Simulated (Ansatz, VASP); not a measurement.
# SrCl2 in VASP and in Ansatz

```
CELL_PARAMETERS angstrom
0.19606 3.48550 3.48550
3.68156 0.00000 3.68156
3.48550 3.48550 0.19606
ATOMIC_POSITIONS crystal
Sr 0.00000 0.00000 0.00000
Cl 0.25000 0.25000 0.25000
Cl 0.75000 0.75000 0.75000
```

Change from the starting cell: strain +0.1125 x Voigt [0, 0, 0, 0, 1, 0], atoms carried along.

Alike in both runs: task single point; functional r2SCAN; k mesh 6 × 6 × 6; occupations gaussian, width 0.05 eV; no spin polarisation.

|  | VASP | Ansatz |
| --- | --- | --- |
| version | VASP 6.6.1 | Ansatz 0.2.0 |
| potentials or method | VASP PAW PBE potentials, release 64 (Sr_sv, Cl), cutoff 520 eV | scalar-relativistic, plane waves, PAW |
| valence electrons in the cell | 24 | 24 |

|  | VASP | Ansatz | Ansatz less VASP |
| --- | --- | --- | --- |
| gap on the k mesh at the Fermi level (eV) | 6.00 | 6.00 | +0.002 |
| least direct gap on the mesh (eV) | 6.04 | 6.04 | 0.000 |
| pressure (GPa) | 1.1 | 1.0 | -0.05 |
| traceless stress, the component that is largest in VASP (GPa) | -1.94 | -1.90 | +0.043 |
| rms of the force components (eV/Å) | 0.154 | 0.150 | -0.0049 |

VASP's potentials were made for PBE, not for r2SCAN. Atom by atom the forces differ by 0.005 eV/Å (rms over components). With one functional, cell and mesh, what is left measures potentials, basis and numerics.
